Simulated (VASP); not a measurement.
# TiO2 (I4_1/amd) in VASP: relaxation of cell and atoms with PBE

Aim: the relaxation of cell and atoms of TiO2 with PBE.

All numbers are computed with VASP 6.6.1; they aren't measurements. Logs are shortened: lines on timing, memory, paths and dates and some standing lists are left out, and cuts for length are marked.

### Step 1. The cell of the first run

It takes space group I4_1/amd (No. 141, tetragonal). Conventional cell: a = 3.785 Å, b = 3.785 Å, c = 9.514 Å, α = 90.00°, β = 90.00°, γ = 90.00°. Within 2.6 Å of Ti (site symmetry -4m2) lie 6 O at 1.94 to 1.97 Å. O (site symmetry 2mm) has 3 Ti at 1.94 to 1.97 Å and 2 O at 2.45 Å within 2.6 Å.

### Step 2. Relaxation of cell and atoms, PBE

INCAR reads:

```
ALGO = Normal ; EDIFF = 1E-6
EDIFFG = -0.005 ; ENCUT = 600
GGA = PE ; IBRION = 2
ISIF = 3 ; ISMEAR = 0
LASPH = True ; LCHARG = False
LREAL = False ; LWAVE = False
NELM = 100 ; NSW = 100
PREC = Accurate ; SIGMA = 0.02
```

KPOINTS reads:

```
k-points
0
Gamma
  10 10 10
```

POSCAR reads:

```
TiO2
1.0
   -1.8925000000      1.8925000000      4.7570000000
    1.8925000000     -1.8925000000      4.7570000000
    1.8925000000      1.8925000000     -4.7570000000
Ti O
2 4
Direct
    0.0000000000      0.0000000000      0.0000000000
    0.7500000000      0.2500000000      0.5000000000
    0.2066000000      0.2066000000      0.0000000000
    0.9566000000      0.4566000000      0.5000000000
    0.5434000000      0.0434000000      0.5000000000
    0.7934000000      0.7934000000      0.0000000000
```

Potentials or basis: VASP PAW PBE potentials, release 64 (Ti_sv, O).

On the command line:

```console
$ cat potpaw_PBE.64/Ti_sv/POTCAR potpaw_PBE.64/O/POTCAR > POTCAR
$ mpirun -np 1 vasp_std > vasp.out
```

OUTCAR:

```text
EDIFF = 1E-6
   EDIFFG = -0.005
   ENCUT = 600
   GGA = PE
   IBRION = 2
   ISIF = 3
   ISMEAR = 0
   LASPH = True
   LREAL = False
   NELM = 100
   NSW = 100
   PREC = Accurate

 ion  position               nearest neighbor table
   1  0.000  0.000  0.000-   5 1.94   4 1.94   5 1.94   4 1.94   3 1.97   6 1.97
   2  0.750  0.250  0.500-   6 1.94   3 1.94   6 1.94   3 1.94   4 1.97   5 1.97
   3  0.207  0.207  0.000-   2 1.94   2 1.94   1 1.97
   4  0.957  0.457  0.500-   1 1.94   1 1.94   2 1.97
   5  0.543  0.043  0.500-   1 1.94   1 1.94   2 1.97
   6  0.793  0.793  0.000-   2 1.94   2 1.94   1 1.97

  LATTYP: Found a body centered tetragonal cell.
 ALAT       =     3.7850000000
 C/A-ratio  =     2.5136063408

  Lattice vectors:

 A1 = (  -1.8925000000,   1.8925000000,   4.7570000000)
 A2 = (   1.8925000000,  -1.8925000000,   4.7570000000)
 A3 = (   1.8925000000,   1.8925000000,  -4.7570000000)

Analysis of symmetry for initial positions (statically):
=====================================================================
 Subroutine PRICEL returns:
 Original cell was already a primitive cell.

 Routine SETGRP: Setting up the symmetry group for a
 body centered tetragonal supercell.

 Subroutine GETGRP returns: Found 16 space group operations
 (whereof  8 operations were pure point group operations)
 out of a pool of 16 trial point group operations.

The static configuration has the point symmetry D_2d.
 The point group associated with its full space group is D_4h.

Analysis of symmetry for dynamics (positions and initial velocities):
=====================================================================
 Subroutine PRICEL returns:
 Original cell was already a primitive cell.

 Routine SETGRP: Setting up the symmetry group for a
 body centered tetragonal supercell.

 Subroutine GETGRP returns: Found 16 space group operations
 (whereof  8 operations were pure point group operations)
 out of a pool of 16 trial point group operations.

The dynamic configuration has the point symmetry D_2d.
 The point group associated with its full space group is D_4h.

 Subroutine INISYM returns: Found 16 space group operations
 (whereof  8 operations are pure point group operations),
 and found     1 'primitive' translations

----------------------------------------------------------------------------------------

                                     Primitive cell

  volume of cell :      68.1499

  direct lattice vectors                    reciprocal lattice vectors
    -1.892500000  1.892500000  4.757000000     0.000000000  0.264200793  0.105108262
     1.892500000 -1.892500000  4.757000000     0.264200793  0.000000000  0.105108262
     1.892500000  1.892500000 -4.757000000     0.264200793  0.264200793  0.000000000

  length of vectors
     5.458219627  5.458219627  5.458219627     0.284341002  0.284341002  0.373636344

  position of ions in fractional coordinates (direct lattice)
     0.000000000  0.000000000  0.000000000
     0.750000000  0.250000000  0.500000000
     0.206600000  0.206600000  0.000000000
     0.956600000  0.456600000  0.500000000
     0.543400000  0.043400000  0.500000000
     0.793400000  0.793400000  0.000000000

  ion indices of the primitive-cell ions
   primitive index   ion index
                 1           1
                 2           2
                 3           3
                 4           4
                 5           5
                 6           6

----------------------------------------------------------------------------------------

 KPOINTS: k-points

Automatic generation of k-mesh.
 Grid dimensions read from file:
 generate k-points for:   10   10   10

 Generating k-lattice:

  Cartesian coordinates                     Fractional coordinates (reciprocal lattice)
     0.000000000  0.026420079  0.010510826     0.100000000  0.000000000 -0.000000000
     0.026420079  0.000000000  0.010510826     0.000000000  0.100000000 -0.000000000
     0.026420079  0.026420079  0.000000000     0.000000000  0.000000000  0.100000000

  Length of vectors
     0.028434100  0.028434100  0.037363634

  Shift w.r.t. Gamma in fractional coordinates (k-lattice)
     0.000000000  0.000000000  0.000000000

 Subroutine IBZKPT returns following result:
 ===========================================

 Found    102 irreducible k-points:

 Following reciprocal coordinates:
            Coordinates               Weight
  0.000000  0.000000  0.000000      1.000000
  0.100000  0.000000  0.000000      8.000000
  0.200000  0.000000  0.000000      8.000000
  0.300000 -0.000000  0.000000      8.000000
  0.400000 -0.000000  0.000000      8.000000
  0.500000 -0.000000  0.000000      4.000000
[... 16 lines left out ...]
  0.300000  0.300000  0.000000      8.000000
  0.400000  0.300000  0.000000     16.000000
 [... further k-points ...]
   k-points           NKPTS =    102   k-points in BZ     NKDIM =    102   number of bands    NBANDS=     28
   number of dos      NEDOS =    301   number of ions     NIONS =      6
   total plane-waves  NPLWV = 110592
   dimension x,y,z NGX =    48 NGY =   48 NGZ =   48
   dimension x,y,z NGXF=    96 NGYF=   96 NGZF=   96
   ions per type =               2   4
   NGX,Y,Z   is equivalent  to a cutoff of  14.62, 14.62, 14.62 a.u.
   NGXF,Y,Z  is equivalent  to a cutoff of  29.24, 29.24, 29.24 a.u.
 SYSTEM =  unknown system
   PREC   = accura    normal or accurate (medium, high low for compatibility)
   ISTART =      0    job   : 0-new  1-cont  2-samecut
   ICHARG =      2    charge: 1-file 2-atom 10-const
   ISPIN  =      1    spin polarized calculation?
   LNONCOLLINEAR =      F non collinear calculations
   LSORBIT =      F    spin-orbit coupling
   LASPH  =      T    aspherical Exc in radial PAW
   ENCUT  =  600.0 eV  44.10 Ry    6.64 a.u.  10.90 10.90 10.90*2*pi/ulx,y,z
   NELM   =    100;   NELMIN=  2; NELMDL= -5     # of ELM steps
   EDIFF  = 0.1E-05   stopping-criterion for ELM
   LREAL  =      F    real-space projection
   EDIFFG = -.5E-02   stopping-criterion for IOM
   NSW    =    100    number of steps for IOM
   IBRION =      2    ionic relax: 0-MD 1-quasi-New 2-CG
   NFREE  =      1    steps in history (QN), initial steepest desc. (CG)
   ISIF   =      3    stress and relaxation
   ISYM   =      2    0-nonsym 1-usesym 2-fastsym
   POTIM  = 0.5000    time-step for ionic-motion
   TEBEG  =    0.0;   TEEND  =   0.0 temperature during run
   PSTRESS=    0.0 pullay stress
   NELECT =      48.0000    total number of electrons
   NUPDOWN=      -1.0000    fix difference up-down
   EMIN   =  10.00;   EMAX   =-10.00  energy-range for DOS
   EFERMI =   0.00;   METHOD = LEGACY
   ISMEAR =     0;   SIGMA  =   0.02  broadening in eV -4-tet -1-fermi 0-gaus
   EFERMI_NEDOS =   21; number of points for ismear=-14 and -15
   IALGO  =     38    algorithm
   IMIX   =      4    mixing-type and parameters
     AMIX     =   0.40;   BMIX     =  1.00
     AMIX_MAG =   1.60;   BMIX_MAG =  1.00
  volume/ion in A,a.u.               =      11.36        76.65
  Fermi-wavevector in a.u.,A,eV,Ry     =   1.456578  2.752532 28.866366  2.121618
  Thomas-Fermi vector in A             =   2.573479
   LORBIT       =      0    0 simple, 1 ext, 2 COOP (PROOUT), +10 PAW based schemes
   GGA     = PE    functional components
   LHFCALC =     F    Hartree Fock is set to
   AEXX    =    0.0000 exact exchange contribution
   IVDW    =     0    specifies the selected vdW correction
   LEPSILON=     F    determine dielectric tensor
   LRPA    =     F    only Hartree local field effects (RPA)
 conjugate gradient relaxation of ions
 non-spin polarized calculation
 Gauss-broadening in eV      SIGMA  =   0.02
  energy-cutoff  :      600.00
  volume of cell :       68.15
 maximum number of plane-waves:      2300
 NGX is ok and might be reduce to    48
   NGX = 21   NGY = 21   NGZ = 21

--------------------------------------- Ionic step        1  -------------------------------------------

 number of electron      48.0000000 magnetization

 Free energy of the ion-electron system (eV)
  ---------------------------------------------------
  ext. energy  EPLUGINS =         0.00000000
  ---------------------------------------------------
  free energy    TOTEN  =       -53.82181624 eV

  energy without entropy =      -53.82181624  energy(sigma->0) =      -53.82181624

------------------------ aborting loop because EDIFF is reached ----------------------------------------

  FORCE on cell =-STRESS in cart. coord.  units (eV):
  Direction    XX          YY          ZZ          XY          YZ          ZX
  --------------------------------------------------------------------------------------
  -------------------------------------------------------------------------------------
  Total        2.1525086      2.1525086      3.9389183      0.0000000     -0.0000000      0.0000000
  in kB       50.6046658     50.6046658     92.6024851      0.0000000     -0.0000000      0.0000000
  external PRESSURE =      64.6039389 kB  Pullay stress =       0.0000000 kB
[... 101 lines left out ...]
  FREE ENERGIE OF THE ION-ELECTRON SYSTEM (eV)
  ---------------------------------------------------
  free  energy   TOTEN  =       -53.8677820855 eV

  energy  without entropy=      -53.8677820855  energy(sigma->0) =      -53.86778209

[... ionic steps 4 to 9 ...]

--------------------------------------- Ionic step       10  -------------------------------------------

 number of electron      47.9999999 magnetization

------------------------ aborting loop because EDIFF is reached ----------------------------------------

  FORCE on cell =-STRESS in cart. coord.  units (eV):
  Direction    XX          YY          ZZ          XY          YZ          ZX
  --------------------------------------------------------------------------------------
  -------------------------------------------------------------------------------------
  Total       -0.0672912     -0.0672912     -0.2196087      0.0000000      0.0000000      0.0000000
  in kB       -1.5358251     -1.5358251     -5.0122519      0.0000000      0.0000000      0.0000000
  external PRESSURE =      -2.6946340 kB  Pullay stress =       0.0000000 kB
[... 65 lines left out ...]
  energy  without entropy=      -53.8689356040  energy(sigma->0) =      -53.86893560

--------------------------------------- Ionic step       12  -------------------------------------------

 number of electron      47.9999998 magnetization

 Free energy of the ion-electron system (eV)
  ---------------------------------------------------
  ext. energy  EPLUGINS =         0.00000000
  ---------------------------------------------------
  free energy    TOTEN  =       -53.86900912 eV

  energy without entropy =      -53.86900912  energy(sigma->0) =      -53.86900912

 E-fermi :   3.2832     XC(G=0): -10.5799

 val. band max:        3.1190954911   @ k =  -0.4000   0.4000   0.0000
 cond. band min:       5.2277753287   @ k =   0.0000   0.0000   0.0000
 fundamental gap:      2.1086798376
 Fermi energy:         3.2831839599

 k-point     1 :       0.0000    0.0000    0.0000
  band No.  band energies     occupation
      1     -53.3462      2.00000
      2     -53.2958      2.00000
      3     -29.7717      2.00000
      4     -29.5554      2.00000
      5     -29.5554      2.00000
      6     -29.4947      2.00000
[... 733 lines left out ...]
     27       6.5348      0.00000
     28       6.6920      0.00000

 [... further k-points ...]

------------------------ aborting loop because EDIFF is reached ----------------------------------------

  FORCE on cell =-STRESS in cart. coord.  units (eV):
  Direction    XX          YY          ZZ          XY          YZ          ZX
  --------------------------------------------------------------------------------------
  -------------------------------------------------------------------------------------
  Total       -0.0073022     -0.0073022     -0.0198968      0.0000000     -0.0000000      0.0000000
  in kB       -0.1667482     -0.1667482     -0.4543478      0.0000000     -0.0000000      0.0000000
  external PRESSURE =      -0.2626147 kB  Pullay stress =       0.0000000 kB
[... 21 lines left out ...]
  FREE ENERGIE OF THE ION-ELECTRON SYSTEM (eV)
  ---------------------------------------------------
  free  energy   TOTEN  =       -53.8690091176 eV

  energy  without entropy=      -53.8690091176  energy(sigma->0) =      -53.86900912

 reached required accuracy - stopping structural energy minimisation
```

It took 30 min on 1 thread of Intel Xeon 6975P-C (Granite Rapids), shared host; peak memory 0.51 GiB.

Results:

```
Free energy                           : -53.8690 eV
Relaxed volume                        : 11.69 Å³/atom
Relaxed cell                          : a = 5.550 Å, b = 5.550 Å, c = 5.550 Å, α = 139.95°, β = 139.95°, γ = 57.93°
Space group after relaxing (to 0.1 Å) : I4_1/amd (No. 141)
Energy gained by relaxing             : 7.9 meV/atom
Ionic steps                           : 12
Pressure after relaxing               : 0.0 GPa
Band gap on the k mesh                : 2.11 eV (least direct gap 2.41 eV)
```

The path:
```csv
step,energy change (eV),largest force (eV/Å),pressure (GPa),volume (Å³)
1,0.0000,0.3595,6.46,68.15
2,0.0320,0.3980,-7.60,72.76
3,-0.0460,0.0113,-0.16,70.08
4,-0.0460,0.0045,-0.05,70.04
5,-0.0464,0.0251,0.10,69.99
6,-0.0464,0.0345,0.16,69.97
7,-0.0463,0.0514,0.27,69.93
8,-0.0464,0.0402,0.22,69.96
9,-0.0467,0.0410,0.04,70.04
10,-0.0469,0.0436,-0.27,70.20
11,-0.0471,0.0219,-0.17,70.18
12,-0.0472,0.0001,-0.03,70.16
```

Final structure:
```xyz
6
Lattice="-1.9006 1.9006 4.8556 1.9006 -1.9006 4.8556 1.9006 1.9006 -4.8556" Properties=species:S:1:pos:R:3 pbc="T T T"
Ti    0.0000    0.0000    0.0000
Ti    0.0000    1.9006    2.4278
O     0.0000    0.0000    2.0049
O     0.0000    1.9006    4.4327
O     0.0000    1.9006    0.4229
O     0.0000    0.0000    7.7063
```

A k mesh can miss the band edges. PBE usually gives volumes a little too large and moduli too small.
